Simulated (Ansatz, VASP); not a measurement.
# One calculation of TaN, two programs

File INCAR:

```
ALGO = Normal
EDIFF = 1E-6
ENCUT = 520
ISIF = 2
ISMEAR = -1
LASPH = True
LCHARG = False
LREAL = False
LWAVE = False
NBANDS = 15
NELM = 100
PREC = Accurate
SIGMA = 0.02
```

File KPOINTS:

```
k-points
0
Gamma
  12 12 10
```

POSCAR

```
TaN
1.0
    2.9967588356      0.0000000000      0.0000000000
   -1.4983794178      2.5952692806      0.0000000000
    0.0000000000      0.0000000000      2.8830000000
Ta N
1 1
Direct
    0.3333333333      0.6666666667      0.5000000000
    0.0000000000      0.0000000000      0.0000000000
```

Input for Ansatz:

```yaml
crystal:
  lattice:
    - [2.9967588356, 0.0, 0.0]
    - [-1.4983794178, 2.5952692806, 0.0]
    - [0.0, 0.0, 2.883]
  atoms:
    - { symbol: Ta, position: [0.3333333333, 0.6666666667, 0.5] }
    - { symbol: "N", position: [0.0, 0.0, 0.0] }
kpoints:
  mp_grid: { grid: [12, 12, 10] }
  band_path:
    path:
      - [0.0, 0.0, 0.0]
      - [0.5, 0.0, 0.0]
      - [0.3333333333, 0.3333333333, 0.0]
      - [0.0, 0.0, 0.0]
      - [0.0, 0.0, 0.5]
      - [0.5, 0.0, 0.5]
      - [0.3333333333, 0.3333333333, 0.5]
      - [0.0, 0.0, 0.5]
      - [0.5, 0.0, 0.5]
    npoints: 5
scf:
  occupations: { method: fermi_dirac, width: 0.02 }
hamiltonian:
  xc: lda
  pseudopotentials: { kind: all_electron, lapw: { basis_error: 0.00025 } }
output:
  forces: true
  stress: true
  eigenvalues: true
```

Change from the starting cell: equal xx and yy strain of +2 %.

Alike in both runs: task single point; functional LDA; k mesh 12 × 12 × 10; occupations fermi-dirac, width 0.02 eV; no spin polarisation.

|  | VASP | Ansatz |
| --- | --- | --- |
| version | VASP 6.6.1 | Ansatz 0.2.0 |
| potentials or method | VASP PAW LDA potentials, release 64 (Ta_pv, N), cutoff 520 eV | all-electron LAPW, scalar-relativistic |

|  | VASP | Ansatz | Ansatz less VASP |
| --- | --- | --- | --- |
| pressure (GPa) | -21.5 | -22.8 | -1.37 |
| traceless stress, the component that is largest in VASP (GPa) | 5.87 | 5.74 | -0.134 |

LDA's correlation is that of Perdew and Zunger in VASP and of Perdew and Wang (1992) in Ansatz. Ansatz ran all-electron here, and VASP with PAW potentials.

Spin-orbit coupling is off throughout.
